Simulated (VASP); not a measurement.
# ZnCu (Pm-3m) in VASP: single point with r2SCAN

Aim: the single point of ZnCu with r2SCAN.

Everything below comes from runs of VASP 6.6.1. Logs are shortened: lines on timing, memory, paths and dates and some standing lists are left out, and cuts for length are marked.

### Step 1. The cell of the first run

The structure is cubic, space group Pm-3m (No. 221). The conventional cell has a = 2.885 Å, b = 2.885 Å, c = 2.885 Å, α = 90.00°, β = 90.00°, γ = 90.00°. Zn (site symmetry m-3m) has 8 Cu at 2.50 Å and 6 Zn at 2.88 Å within 3.3 Å. Cu (site symmetry m-3m) has 8 Zn at 2.50 Å and 6 Cu at 2.88 Å within 3.3 Å.

### Step 2. Single point, r2SCAN

Input file POSCAR:

```
ZnCu
1.0
    2.8848810902      0.0000000000      0.0000000000
    0.0000000000      2.8848810902      0.0000000000
    0.0000000000      0.0000000000      2.8848810902
Zn Cu
1 1
Direct
    0.5000000000      0.5000000000      0.5000000000
    0.0000000000      0.0000000000      0.0000000000
```

Input file INCAR.step1:

```
  PREC = Accurate
  ENCUT = 900
  ISMEAR = -1
  SIGMA = 0.05
  LREAL = False
  LASPH = True
  NELM = 120
  NBANDS = 22
  GGA = PE
  ALGO = Normal
  EDIFF = 1E-5
  LWAVE = True
  LCHARG = False
  GGA_COMPAT = False
```

Input file INCAR.step2:

```
  PREC = Accurate
  ENCUT = 900
  EDIFF = 1E-6
  ISMEAR = -1
  SIGMA = 0.05
  LREAL = False
  LASPH = True
  NELM = 120
  ALGO = Normal
  ISIF = 2
  LWAVE = False
  LCHARG = False
  METAGGA = R2SCAN
  LMIXTAU = True
  NBANDS = 22
  ISTART = 1
  GGA_COMPAT = False
```

Input file KPOINTS:

```
Automatic mesh
0
Gamma
  9 9 9
```

Potentials or basis: VASP PAW PBE potentials, release 64 (Zn, Cu_sv_GW).

On the command line:

```bash
> cat potpaw_PBE.64/Zn/POTCAR potpaw_PBE.64/Cu_sv_GW/POTCAR > POTCAR
> cp INCAR.step1 INCAR
> mpirun -np 1 vasp_std > vasp.out
> cp INCAR.step2 INCAR
> mpirun -np 1 vasp_std > vasp.out
```

OUTCAR:

```text
PREC = Accurate
   ENCUT = 900
   EDIFF = 1E-6
   ISMEAR = -1
   LREAL = False
   LASPH = True
   NELM = 120
   ISIF = 2
   METAGGA = R2SCAN
   ISTART = 1

 ion  position               nearest neighbor table
   1  0.500  0.500  0.500-   2 2.50   2 2.50   2 2.50   2 2.50   2 2.50   2 2.50   2 2.50   2 2.50

   2  0.000  0.000  0.000-   1 2.50   1 2.50   1 2.50   1 2.50   1 2.50   1 2.50   1 2.50   1 2.50

  LATTYP: Found a simple cubic cell.
 ALAT       =     2.8848810902

  Lattice vectors:

 A1 = (   2.8848810902,   0.0000000000,   0.0000000000)
 A2 = (   0.0000000000,   2.8848810902,   0.0000000000)
 A3 = (   0.0000000000,   0.0000000000,   2.8848810902)

Analysis of symmetry for initial positions (statically):
=====================================================================
 Subroutine PRICEL returns:
 Original cell was already a primitive cell.

 Routine SETGRP: Setting up the symmetry group for a
 simple cubic supercell.

 Subroutine GETGRP returns: Found 48 space group operations
 (whereof 48 operations were pure point group operations)
 out of a pool of 48 trial point group operations.

The static configuration has the point symmetry O_h .

Analysis of symmetry for dynamics (positions and initial velocities):
=====================================================================
 Subroutine PRICEL returns:
 Original cell was already a primitive cell.

 Routine SETGRP: Setting up the symmetry group for a
 simple cubic supercell.

 Subroutine GETGRP returns: Found 48 space group operations
 (whereof 48 operations were pure point group operations)
 out of a pool of 48 trial point group operations.

The dynamic configuration has the point symmetry O_h .

 Subroutine INISYM returns: Found 48 space group operations
 (whereof 48 operations are pure point group operations),
 and found     1 'primitive' translations

----------------------------------------------------------------------------------------

                                     Primitive cell

  volume of cell :      24.0095

  direct lattice vectors                    reciprocal lattice vectors
     2.884881090  0.000000000  0.000000000     0.346634738  0.000000000  0.000000000
     0.000000000  2.884881090  0.000000000     0.000000000  0.346634738  0.000000000
     0.000000000  0.000000000  2.884881090     0.000000000  0.000000000  0.346634738

  length of vectors
     2.884881090  2.884881090  2.884881090     0.346634738  0.346634738  0.346634738

  position of ions in fractional coordinates (direct lattice)
     0.500000000  0.500000000  0.500000000
     0.000000000  0.000000000  0.000000000

  ion indices of the primitive-cell ions
   primitive index   ion index
                 1           1
                 2           2

----------------------------------------------------------------------------------------

 KPOINTS: Automatic mesh

Automatic generation of k-mesh.
 Grid dimensions read from file:
 generate k-points for:    9    9    9

 Generating k-lattice:

  Cartesian coordinates                     Fractional coordinates (reciprocal lattice)
     0.038514971  0.000000000  0.000000000     0.111111111  0.000000000  0.000000000
     0.000000000  0.038514971  0.000000000     0.000000000  0.111111111  0.000000000
     0.000000000  0.000000000  0.038514971     0.000000000  0.000000000  0.111111111

  Length of vectors
     0.038514971  0.038514971  0.038514971

  Shift w.r.t. Gamma in fractional coordinates (k-lattice)
     0.000000000  0.000000000  0.000000000

 Subroutine IBZKPT returns following result:
 ===========================================

 Found     35 irreducible k-points:

 Following reciprocal coordinates:
            Coordinates               Weight
  0.000000  0.000000  0.000000      1.000000
  0.111111  0.000000  0.000000      6.000000
  0.222222  0.000000  0.000000      6.000000
  0.333333  0.000000  0.000000      6.000000
  0.444444  0.000000  0.000000      6.000000
  0.111111  0.111111  0.000000     12.000000
[... 16 lines left out ...]
  0.333333  0.333333  0.111111     24.000000
  0.444444  0.333333  0.111111     48.000000
 [... further k-points ...]
   k-points           NKPTS =     35   k-points in BZ     NKDIM =     35   number of bands    NBANDS=     22
   number of dos      NEDOS =    301   number of ions     NIONS =      2
   total plane-waves  NPLWV =  21952
   dimension x,y,z NGX =    28 NGY =   28 NGZ =   28
   dimension x,y,z NGXF=    56 NGYF=   56 NGZF=   56
   ions per type =               1   1
   NGX,Y,Z   is equivalent  to a cutoff of  16.14, 16.14, 16.14 a.u.
   NGXF,Y,Z  is equivalent  to a cutoff of  32.27, 32.27, 32.27 a.u.
 SYSTEM =  unknown system
   PREC   = accura    normal or accurate (medium, high low for compatibility)
   ISTART =      1    job   : 0-new  1-cont  2-samecut
   ICHARG =      0    charge: 1-file 2-atom 10-const
   ISPIN  =      1    spin polarized calculation?
   LNONCOLLINEAR =      F non collinear calculations
   LSORBIT =      F    spin-orbit coupling
   LASPH  =      T    aspherical Exc in radial PAW
   ENCUT  =  900.0 eV  66.15 Ry    8.13 a.u.   7.06  7.06  7.06*2*pi/ulx,y,z
   NELM   =    120;   NELMIN=  2; NELMDL=  0     # of ELM steps
   EDIFF  = 0.1E-05   stopping-criterion for ELM
   LREAL  =      F    real-space projection
   EDIFFG = 0.1E-04   stopping-criterion for IOM
   NSW    =      0    number of steps for IOM
   IBRION =     -1    ionic relax: 0-MD 1-quasi-New 2-CG
   NFREE  =      0    steps in history (QN), initial steepest desc. (CG)
   ISIF   =      2    stress and relaxation
   ISYM   =      2    0-nonsym 1-usesym 2-fastsym
   POTIM  = 0.5000    time-step for ionic-motion
   TEBEG  =    0.0;   TEEND  =   0.0 temperature during run
   PSTRESS=    0.0 pullay stress
   NELECT =      31.0000    total number of electrons
   NUPDOWN=      -1.0000    fix difference up-down
   EMIN   =  10.00;   EMAX   =-10.00  energy-range for DOS
   EFERMI =   0.00;   METHOD = LEGACY
   ISMEAR =    -1;   SIGMA  =   0.05  broadening in eV -4-tet -1-fermi 0-gaus
   EFERMI_NEDOS =   21; number of points for ismear=-14 and -15
   IALGO  =     38    algorithm
   IMIX   =      4    mixing-type and parameters
     AMIX     =   0.40;   BMIX     =  1.00
     AMIX_MAG =   1.60;   BMIX_MAG =  1.00
  volume/ion in A,a.u.               =      12.00        81.01
  Fermi-wavevector in a.u.,A,eV,Ry     =   1.782656  3.368731 43.237430  3.177861
  Thomas-Fermi vector in A             =   2.847001
   LORBIT       =      0    0 simple, 1 ext, 2 COOP (PROOUT), +10 PAW based schemes
   METAGGA = R2SCAN    functional components
   LHFCALC =     F    Hartree Fock is set to
   AEXX    =    0.0000 exact exchange contribution
   IVDW    =     0    specifies the selected vdW correction
   LEPSILON=     F    determine dielectric tensor
   LRPA    =     F    only Hartree local field effects (RPA)
 non-spin polarized calculation
  energy-cutoff  :      900.00
  volume of cell :       24.01
 maximum number of plane-waves:      1487
   NGX = 15   NGY = 15   NGZ = 15

 number of electron      31.0000024 magnetization

 Free energy of the ion-electron system (eV)
  ---------------------------------------------------
  ext. energy  EPLUGINS =         0.00000000
  ---------------------------------------------------
  free energy    TOTEN  =       -19.98793921 eV

  energy without entropy =      -19.98376346  energy(sigma->0) =      -19.98585133

 E-fermi :   6.0105     XC(G=0): -14.2810

 val. band max:        5.9310885051   @ k =   0.3333   0.2222   0.0000
 cond. band min:       6.0823366951   @ k =   0.4444   0.4444   0.2222
 fundamental gap:      0.1512481900
 Fermi energy:         6.0104793266

 k-point     1 :       0.0000    0.0000    0.0000
  band No.  band energies     occupation
      1    -111.0627      2.00000
      2     -66.8908      2.00000
      3     -66.8908      2.00000
      4     -66.8908      2.00000
      5      -5.3182      2.00000
      6      -2.4303      2.00000
[... 14 lines left out ...]
     21      20.1590      0.00000
     22      31.0495      0.00000

 k-point     2 :       0.1111    0.0000    0.0000
  band No.  band energies     occupation
      1    -111.0626      2.00000
      2     -66.8925      2.00000
      3     -66.8908      2.00000
      4     -66.8908      2.00000
      5      -5.0756      2.00000
      6      -2.3983      2.00000
[... 14 lines left out ...]
     21      21.5687      0.00000
     22      28.8989      0.00000

 k-point     3 :       0.2222    0.0000    0.0000
  band No.  band energies     occupation
      1    -111.0624      2.00000
      2     -66.8966      2.00000
      3     -66.8904      2.00000
      4     -66.8904      2.00000
      5      -4.3706      2.00000
      6      -2.3157      2.00000
[... 14 lines left out ...]
     21      25.6253      0.00000
     22      26.1132      0.00000

 k-point     4 :       0.3333    0.0000    0.0000
  band No.  band energies     occupation
      1    -111.0621      2.00000
      2     -66.9013      2.00000
      3     -66.8901      2.00000
      4     -66.8901      2.00000
      5      -3.3323      2.00000
      6      -2.2185      2.00000
[... 14 lines left out ...]
     21      23.1996      0.00000
     22      23.1996      0.00000

 k-point     5 :       0.4444    0.0000    0.0000
  band No.  band energies     occupation
      1    -111.0620      2.00000
      2     -66.9044      2.00000
      3     -66.8899      2.00000
      4     -66.8899      2.00000
      5      -2.5790      2.00000
      6      -2.1531      2.00000
[... 14 lines left out ...]
     21      20.4246      0.00000
     22      21.4149      0.00000

 k-point     6 :       0.1111    0.1111    0.0000
  band No.  band energies     occupation
      1    -111.0625      2.00000
      2     -66.8924      2.00000
      3     -66.8923      2.00000
      4     -66.8906      2.00000
      5      -4.8365      2.00000
      6      -2.3593      2.00000
[... 14 lines left out ...]
     21      22.2506      0.00000
     22      26.0645      0.00000

 k-point     7 :       0.2222    0.1111    0.0000
  band No.  band energies     occupation
      1    -111.0623      2.00000
      2     -66.8965      2.00000
      3     -66.8921      2.00000
      4     -66.8903      2.00000
      5      -4.1461      2.00000
      6      -2.2802      2.00000
[... 324 lines left out ...]
      6      -2.1627      2.00000
[... 14 lines left out ...]
     21      23.3440      0.00000
     22      24.0410      0.00000

 k-point    21 :       0.3333    0.2222    0.1111
  band No.  band energies     occupation
      1    -111.0617      2.00000
      2     -66.9006      2.00000
      3     -66.8956      2.00000
      4     -66.8913      2.00000
      5      -2.6291      2.00000
      6      -2.1395      2.00000
[... 14 lines left out ...]
     21      22.9657      0.00000
     22      24.4513      0.00000

 k-point    22 :       0.4444    0.2222    0.1111
  band No.  band energies     occupation
      1    -111.0616      2.00000
      2     -66.9037      2.00000
      3     -66.8954      2.00000
      4     -66.8911      2.00000
      5      -2.3196      2.00000
      6      -2.1679      2.00000
[... 14 lines left out ...]
     21      23.9324      0.00000
     22      25.0036      0.00000

 k-point    23 :       0.3333    0.3333    0.1111
  band No.  band energies     occupation
      1    -111.0615      2.00000
      2     -66.9003      2.00000
      3     -66.9001      2.00000
      4     -66.8909      2.00000
      5      -2.4738      2.00000
      6      -2.1812      2.00000
[... 14 lines left out ...]
     21      21.8573      0.00000
     22      23.5889      0.00000

 k-point    24 :       0.4444    0.3333    0.1111
  band No.  band energies     occupation
      1    -111.0613      2.00000
      2     -66.9032      2.00000
      3     -66.9000      2.00000
      4     -66.8907      2.00000
      5      -2.4780      2.00000
      6      -2.1802      2.00000
[... 14 lines left out ...]
     21      22.6746      0.00000
     22      23.8852      0.00000

 [... further k-points ...]
[... 5 lines left out ...]
  --------------------------------------------------------------------------------------
  -------------------------------------------------------------------------------------
  Total        0.8638738      0.8638738      0.8638738      0.0000000      0.0000000     -0.0000000
  in kB       57.6470586     57.6470586     57.6470586      0.0000000      0.0000000     -0.0000000
  external PRESSURE =      57.6470586 kB  Pullay stress =       0.0000000 kB

 VOLUME and BASIS-vectors are now :
 -----------------------------------------------------------------------------
  energy-cutoff  :      900.00
  volume of cell :       24.01
      direct lattice vectors                 reciprocal lattice vectors
     2.884881090  0.000000000  0.000000000     0.346634738  0.000000000  0.000000000
     0.000000000  2.884881090  0.000000000     0.000000000  0.346634738  0.000000000
     0.000000000  0.000000000  2.884881090     0.000000000  0.000000000  0.346634738

 POSITION                                       TOTAL-FORCE (eV/Angst)
 -----------------------------------------------------------------------------------
      1.44244      1.44244      1.44244         0.000000      0.000000      0.000000
      0.00000      0.00000      0.00000         0.000000      0.000000      0.000000
 -----------------------------------------------------------------------------------
    total drift:                               -0.000000      0.000000      0.000000

  FREE ENERGIE OF THE ION-ELECTRON SYSTEM (eV)
  ---------------------------------------------------
  free  energy   TOTEN  =       -19.9879392112 eV

  energy  without entropy=      -19.9837634566  energy(sigma->0) =      -19.98585133
```

Wall time 3.6 min (1 thread of Intel Xeon Platinum 8259CL at 2.50GHz (Skylake/Cascade Lake), shared host); peak memory 0.22 GiB.

What came out:

* Free energy: -19.9879 eV
* Pressure: 5.8 GPa
* Band gap on the k mesh: zero (an odd number of electrons rules out a gap without spin polarisation)

Caveat: the cell stands under pressure; the PAW data sets were made with another functional, which shifts forces and pressure a little.

The gap in the log of VASP goes by the Fermi energy; the results here count the filled bands.